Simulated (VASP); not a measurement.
# Cr (Im-3m) in VASP: a series of runs

The runs below take Cr through single point, with PBE.

Everything below comes from runs of VASP 6.6.1. Logs are shortened: lines on timing, memory, paths and dates and some standing lists are left out, and cuts for length are marked.

## 1. The cell of the first run

It takes space group Im-3m (No. 229, cubic). The conventional cell has a = 2.866 Å, b = 2.866 Å, c = 2.866 Å, α = 90.00°, β = 90.00°, γ = 90.00°. Within 3.3 Å of Cr (site symmetry m-3m) lie 14 Cr at 2.48 to 2.87 Å.

## 2. Single point, PBE, collinear spin, antiferromagnetic start

INCAR

```
SYSTEM = Cr
PREC = Accurate ; ENCUT = 520
EDIFF = 1E-6 ; ISMEAR = 0
SIGMA = 0.1 ; LREAL = .FALSE.
LASPH = .TRUE. ; NELM = 150
ALGO = Fast ; ISIF = 2
LWAVE = .FALSE. ; LCHARG = .TRUE.
ISPIN = 2 ; MAGMOM = -1.11 1.11
LORBIT = 11 ; LMAXMIX = 4
GGA = PE ; LELF = .TRUE.
LVHAR = .TRUE. ; NBANDS = 23
```

KPOINTS

```
regular mesh
0
G
  14 14 14
  0 0 0
```

POSCAR

```
Cr
1.0
    2.8657718291      0.0000000000      0.0000000000
    0.0000000000      2.8657718291      0.0000000000
    0.0000000000      0.0000000000      2.8657718291
Cr
2
Direct
    0.0000000000      0.0000000000      0.0000000000
    0.5000000000      0.5000000000      0.5000000000
```

Potentials or basis: VASP PAW PBE potentials, release 64 (Cr_pv).

On the command line:

```sh
$ cat potpaw_PBE.64/Cr_pv/POTCAR > POTCAR
$ mpirun -np 1 vasp_std > vasp.out
```

OUTCAR:

```text
SYSTEM = Cr
   PREC = Accurate
   ENCUT = 520
   EDIFF = 1E-6
   ISMEAR = 0
   LREAL = .FALSE.
   LASPH = .TRUE.
   NELM = 150
   ISIF = 2
   ISPIN = 2
   LORBIT = 11
   GGA = PE

 ion  position               nearest neighbor table
   1  0.000  0.000  0.000-   2 2.48   2 2.48   2 2.48   2 2.48   2 2.48   2 2.48   2 2.48   2 2.48

   2  0.500  0.500  0.500-   1 2.48   1 2.48   1 2.48   1 2.48   1 2.48   1 2.48   1 2.48   1 2.48

  LATTYP: Found a simple cubic cell.
 ALAT       =     2.8657718291

  Lattice vectors:

 A1 = (   2.8657718291,   0.0000000000,   0.0000000000)
 A2 = (   0.0000000000,   2.8657718291,   0.0000000000)
 A3 = (   0.0000000000,   0.0000000000,   2.8657718291)

Analysis of symmetry for initial positions (statically):
=====================================================================
 Subroutine PRICEL returns following result:

  LATTYP: Found a body centered cubic cell.
 ALAT       =     2.8657718291

  Lattice vectors:

 A1 = (   1.4328859145,   1.4328859146,  -1.4328859145)
 A2 = (  -1.4328859145,   1.4328859145,   1.4328859145)
 A3 = (   1.4328859145,  -1.4328859145,   1.4328859146)

   2 primitive cells build up your supercell.

 Routine SETGRP: Setting up the symmetry group for a
 simple cubic supercell.

 Subroutine GETGRP returns: Found 48 space group operations
 (whereof 48 operations were pure point group operations)
 out of a pool of 48 trial point group operations.

The static configuration has the point symmetry O_h .

Analysis of symmetry for dynamics (positions and initial velocities):
=====================================================================
 Subroutine PRICEL returns following result:

  LATTYP: Found a body centered cubic cell.
 ALAT       =     2.8657718291

  Lattice vectors:

 A1 = (   1.4328859145,   1.4328859146,  -1.4328859145)
 A2 = (  -1.4328859145,   1.4328859145,   1.4328859145)
 A3 = (   1.4328859145,  -1.4328859145,   1.4328859146)

   2 primitive cells build up your supercell.

 Routine SETGRP: Setting up the symmetry group for a
 simple cubic supercell.

 Subroutine GETGRP returns: Found 48 space group operations
 (whereof 48 operations were pure point group operations)
 out of a pool of 48 trial point group operations.

The dynamic configuration has the point symmetry O_h .

Analysis of structural, dynamic, and magnetic symmetry:
=====================================================================
 Subroutine PRICEL returns following result:

  LATTYP: Found a body centered cubic cell.
 ALAT       =     2.8657718291

  Lattice vectors:

 A1 = (   1.4328859145,   1.4328859146,  -1.4328859145)
 A2 = (  -1.4328859145,   1.4328859145,   1.4328859145)
 A3 = (   1.4328859145,  -1.4328859145,   1.4328859146)

   2 primitive cells build up your supercell.

 Routine SETGRP: Setting up the symmetry group for a
 simple cubic supercell.

 Subroutine GETGRP returns: Found 48 space group operations
 (whereof 48 operations were pure point group operations)
 out of a pool of 48 trial point group operations.

The overall configuration has the point symmetry O_h .

 Subroutine INISYM returns: Found 48 space group operations
 (whereof 48 operations are pure point group operations),
 and found     2 'primitive' translations

----------------------------------------------------------------------------------------

                                     Primitive cell

  volume of cell :      11.7678

  direct lattice vectors                    reciprocal lattice vectors
     1.432885915  1.432885915 -1.432885915     0.348946134  0.348946134  0.000000000
    -1.432885915  1.432885915  1.432885915    -0.000000000  0.348946134  0.348946134
     1.432885915 -1.432885915  1.432885915     0.348946134  0.000000000  0.348946134

  length of vectors
     2.481831205  2.481831205  2.481831205     0.493484355  0.493484355  0.493484355

  position of ions in fractional coordinates (direct lattice)
     0.000000000  0.000000000  0.000000000

  ion indices of the primitive-cell ions
   primitive index   ion index
                 1           1

----------------------------------------------------------------------------------------

 KPOINTS: regular mesh

Automatic generation of k-mesh.
 Grid dimensions read from file:
 generate k-points for:   14   14   14

 Generating k-lattice:

  Cartesian coordinates                     Fractional coordinates (reciprocal lattice)
     0.024924724  0.000000000  0.000000000     0.071428571  0.000000000  0.000000000
     0.000000000  0.024924724  0.000000000     0.000000000  0.071428571  0.000000000
     0.000000000  0.000000000  0.024924724     0.000000000  0.000000000  0.071428571

  Length of vectors
     0.024924724  0.024924724  0.024924724

  Shift w.r.t. Gamma in fractional coordinates (k-lattice)
     0.000000000  0.000000000  0.000000000

 Subroutine IBZKPT returns following result:
 ===========================================

 Found    120 irreducible k-points:

 Following reciprocal coordinates:
            Coordinates               Weight
  0.000000  0.000000  0.000000      1.000000
  0.071429  0.000000  0.000000      6.000000
  0.142857  0.000000  0.000000      6.000000
  0.214286  0.000000  0.000000      6.000000
  0.285714  0.000000  0.000000      6.000000
  0.357143  0.000000  0.000000      6.000000
[... 16 lines left out ...]
  0.285714  0.214286  0.000000     24.000000
  0.357143  0.214286  0.000000     24.000000
 [... further k-points ...]
   k-points           NKPTS =    120   k-points in BZ     NKDIM =    120   number of bands    NBANDS=     23
   number of dos      NEDOS =    301   number of ions     NIONS =      2
   total plane-waves  NPLWV =  13824
   dimension x,y,z NGX =    24 NGY =   24 NGZ =   24
   dimension x,y,z NGXF=    48 NGYF=   48 NGZF=   48
   ions per type =               2
   NGX,Y,Z   is equivalent  to a cutoff of  13.92, 13.92, 13.92 a.u.
   NGXF,Y,Z  is equivalent  to a cutoff of  27.85, 27.85, 27.85 a.u.
 SYSTEM =  Cr
   PREC   = accura    normal or accurate (medium, high low for compatibility)
   ISTART =      0    job   : 0-new  1-cont  2-samecut
   ICHARG =      2    charge: 1-file 2-atom 10-const
   ISPIN  =      2    spin polarized calculation?
   LNONCOLLINEAR =      F non collinear calculations
   LSORBIT =      F    spin-orbit coupling
   LASPH  =      T    aspherical Exc in radial PAW
   ENCUT  =  520.0 eV  38.22 Ry    6.18 a.u.   5.33  5.33  5.33*2*pi/ulx,y,z
   NELM   =    150;   NELMIN=  2; NELMDL= -5     # of ELM steps
   EDIFF  = 0.1E-05   stopping-criterion for ELM
   LREAL  =      F    real-space projection
   EDIFFG = 0.1E-04   stopping-criterion for IOM
   NSW    =      0    number of steps for IOM
   IBRION =     -1    ionic relax: 0-MD 1-quasi-New 2-CG
   NFREE  =      0    steps in history (QN), initial steepest desc. (CG)
   ISIF   =      2    stress and relaxation
   ISYM   =      2    0-nonsym 1-usesym 2-fastsym
   POTIM  = 0.5000    time-step for ionic-motion
   TEBEG  =    0.0;   TEEND  =   0.0 temperature during run
   PSTRESS=    0.0 pullay stress
   NELECT =      24.0000    total number of electrons
   NUPDOWN=      -1.0000    fix difference up-down
   EMIN   =  10.00;   EMAX   =-10.00  energy-range for DOS
   EFERMI =   0.00;   METHOD = LEGACY
   ISMEAR =     0;   SIGMA  =   0.10  broadening in eV -4-tet -1-fermi 0-gaus
   EFERMI_NEDOS =   21; number of points for ismear=-14 and -15
   IALGO  =     68    algorithm
   IMIX   =      4    mixing-type and parameters
     AMIX     =   0.40;   BMIX     =  1.00
     AMIX_MAG =   1.60;   BMIX_MAG =  1.00
  volume/ion in A,a.u.               =      11.77        79.41
  Fermi-wavevector in a.u.,A,eV,Ry     =   1.647797  3.113884 36.943002  2.715234
  Thomas-Fermi vector in A             =   2.737195
   LORBIT       =     11    0 simple, 1 ext, 2 COOP (PROOUT), +10 PAW based schemes
   GGA     = PE    functional components
   LHFCALC =     F    Hartree Fock is set to
   AEXX    =    0.0000 exact exchange contribution
   IVDW    =     0    specifies the selected vdW correction
   LEPSILON=     F    determine dielectric tensor
   LRPA    =     F    only Hartree local field effects (RPA)
 spin polarized calculation
 RMM-DIIS sequential band-by-band and
 Gauss-broadening in eV      SIGMA  =   0.10
  energy-cutoff  :      520.00
  volume of cell :       23.54
 maximum number of plane-waves:       655
 NGX is ok and might be reduce to    24
   NGX = 11   NGY = 11   NGZ = 11

 number of electron      23.9999978 magnetization      -0.0000000

 number of electron      23.9999978 magnetization       0.0000000

 Free energy of the ion-electron system (eV)
  ---------------------------------------------------
  ext. energy  EPLUGINS =         0.00000000
  ---------------------------------------------------
  free energy    TOTEN  =       -19.06357208 eV

  energy without entropy =      -19.06074938  energy(sigma->0) =      -19.06216073

 E-fermi :  10.6740     XC(G=0): -13.5478

 val. band max:       10.6624899441   @ k =   0.3571   0.0714   0.0714
 cond. band min:      10.6940938510   @ k =   0.4286   0.1429   0.0000
 fundamental gap:      0.0316039069
 Fermi energy:        10.6740340728

 spin component 1

 k-point     1 :       0.0000    0.0000    0.0000
  band No.  band energies     occupation
      1     -32.8550      1.00000
      2     -32.8550      1.00000
      3     -32.8550      1.00000
      4     -31.5981      1.00000
      5     -31.5981      1.00000
      6     -31.5980      1.00000
[... 613 lines left out ...]
     22      26.1486      0.00000
     23      26.8444      0.00000

 [... further k-points ...]

 spin component 2

 k-point     1 :       0.0000    0.0000    0.0000
  band No.  band energies     occupation
      1     -32.8550      1.00000
      2     -32.8550      1.00000
      3     -32.8550      1.00000
      4     -31.5981      1.00000
      5     -31.5981      1.00000
      6     -31.5980      1.00000
[... 613 lines left out ...]
     22      26.1486      0.00000
     23      26.8445      0.00000

 [... further k-points ...]
[... 5 lines left out ...]
  --------------------------------------------------------------------------------------
  -------------------------------------------------------------------------------------
  Total       -0.0024408     -0.0024408     -0.0024408     -0.0000000      0.0000000      0.0000000
  in kB       -0.1661600     -0.1661600     -0.1661600     -0.0000000      0.0000000      0.0000000
  external PRESSURE =      -0.1661600 kB  Pullay stress =       0.0000000 kB

 VOLUME and BASIS-vectors are now :
 -----------------------------------------------------------------------------
  energy-cutoff  :      520.00
  volume of cell :       23.54
      direct lattice vectors                 reciprocal lattice vectors
     2.865771829  0.000000000  0.000000000     0.348946134  0.000000000  0.000000000
     0.000000000  2.865771829  0.000000000     0.000000000  0.348946134  0.000000000
     0.000000000  0.000000000  2.865771829     0.000000000  0.000000000  0.348946134

 POSITION                                       TOTAL-FORCE (eV/Angst)
 -----------------------------------------------------------------------------------
      0.00000      0.00000      0.00000        -0.000000     -0.000000     -0.000000
      1.43289      1.43289      1.43289         0.000000      0.000000      0.000000
 -----------------------------------------------------------------------------------
    total drift:                                0.000000      0.000000     -0.000000

  FREE ENERGIE OF THE ION-ELECTRON SYSTEM (eV)
  ---------------------------------------------------
  free  energy   TOTEN  =       -19.0635720817 eV

  energy  without entropy=      -19.0607493796  energy(sigma->0) =      -19.06216073

 total charge

# of ion       s       p       d       tot
------------------------------------------
    1        0.434   6.392   4.195  11.021
    2        0.434   6.392   4.195  11.021
--------------------------------------------------
tot          0.867  12.785   8.390  22.042

 magnetization (x)

# of ion       s       p       d       tot
------------------------------------------
    1       -0.014  -0.008  -1.084  -1.106
    2        0.014   0.008   1.084   1.106
--------------------------------------------------
tot          0.000   0.000   0.000   0.000
```

Wall time 3 min (1 thread of Intel Xeon 8259CL, shared host); peak memory 0.21 GiB.

Results:

```
Free energy                                           : -19.0636 eV
Pressure                                              : 0.0 GPa
Band gap on the k mesh                                : zero (filled and empty bands overlap)
Net moment                                            : 0.00 μB per cell
Site moments                                          : Cr -1.11, +1.11 μB
Valence electrons inside the program's atomic spheres : Cr 11.02
```

Caveat: an empty level that is flat over the whole mesh can mark a ghost state of the potentials, or a narrow d or f band; the antiferromagnetic order is the one typed at the start, and another may lie lower.

(Continued in part 2 of 3.)

The gap in the log of VASP goes by the Fermi energy; the results here count the filled bands.